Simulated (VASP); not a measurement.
Wanted: the native input for a VASP 6.6.1 run.

```yaml
Task: single point
Functional: PBEsol
Potentials_or_basis: VASP PAW PBE potentials, release 64 (Ag, Cl)
Cutoff: 520 eV
k_mesh: 9 × 9 × 9
Occupations: fermi-dirac, width 0.01 eV
Spin: no spin polarisation
Dipole_correction: no
Further_INCAR_settings: ALGO = Normal; EDIFF = 1e-07; NBANDS = 16
```

The structure of AgCl lies in POSCAR:

```
AgCl
1.0
    3.3309538100      0.0000000000      0.0000000000
    0.0000000000      3.3309538100      0.0000000000
    0.0000000000      0.0000000000      3.4339730000
Ag Cl
1 1
Direct
    0.0000000000      0.0000000000      0.0000000000
    0.5000000000      0.5000000000      0.5000000000
```

This cell differs from its parent crystal: equal xx and yy strain of -3 %.

The input as run:

INCAR

```
ALGO = Normal
EDIFF = 1E-7
ENCUT = 520
GGA = PS
ISIF = 2
ISMEAR = -1
LASPH = True
LCHARG = True
LELF = True
LREAL = False
LVHAR = True
LWAVE = False
NBANDS = 16
NELM = 60
PREC = Accurate
SIGMA = 0.01
```

KPOINTS

```
k-points
0
Gamma
  9 9 9
```

Potentials or basis: VASP PAW PBE potentials, release 64 (Ag, Cl).

Launch:

```bash
$ cat potpaw_PBE.64/Ag/POTCAR potpaw_PBE.64/Cl/POTCAR > POTCAR
$ mpirun -np 1 vasp_std > vasp.out
```

Results of the run:

The pressure is -1.9 GPa and the band gap on the k mesh is 0.43 eV, indirect (least direct gap 2.04 eV).

Caveat: the cell differs from its parent crystal (equal xx and yy strain of -3 %); the PAW data sets were made with another functional, which shifts forces and pressure a little.

Run time: 36 s on 1 thread of Intel Xeon 6975P-C, with other jobs on the host, peak memory 0.19 GiB.
